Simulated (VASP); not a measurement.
Wanted: the native input for a VASP 6.6.1 run.

```yaml
Task: single point
Functional: PBE
Potentials_or_basis: VASP PAW PBE potentials, release 64 (Si)
Cutoff: 520 eV
k_mesh: 10 × 10 × 10
Occupations: gaussian, width 0.05 eV
Spin: no spin polarisation
Dipole_correction: no
Further_INCAR_settings: ALGO = Normal; EDIFF = 1e-06; NBANDS = 11
```

The structure of Si lies in POSCAR:

```
Si
1.0
    0.0000000000      2.9812683721      2.5773065077
    2.9812683721      0.0000000000      2.5773065077
    2.9812683721      2.9812683721      0.0000000000
Si
2
Direct
    0.5000000000      0.5000000000      0.5000000000
    0.7500000000      0.7500000000      0.7500000000
```

This cell differs from its parent crystal: volume 22.907 Å^3 an atom, c/a of the conventional cell 0.8645.

These files were run (other wordings do the same):

INCAR

```
  ALGO = Normal
  EDIFF = 1E-6
  ENCUT = 520
  GGA = PE
  ISIF = 2
  ISMEAR = 0
  LASPH = T
  LCHARG = T
  LELF = T
  LREAL = F
  LVHAR = T
  LWAVE = F
  NBANDS = 11
  NELM = 80
  PREC = Accurate
  SIGMA = 0.05
```

KPOINTS

```
k-points
0
Gamma
  10 10 10
```

Potentials or basis: VASP PAW PBE potentials, release 64 (Si).

Launch:

```sh
$ cat potpaw_PBE.64/Si/POTCAR > POTCAR
$ mpirun -np 1 vasp_std > vasp.out
```

Results of the run:

- Pressure: -8.2 GPa
- Band gap on the k mesh: zero (band 4 reaches 5.13 eV, above the bottom of band 5 at 4.57 eV)

It took 84 s on 1 thread of Intel Xeon 8259CL, with other jobs on the host, peak memory 0.19 GiB.
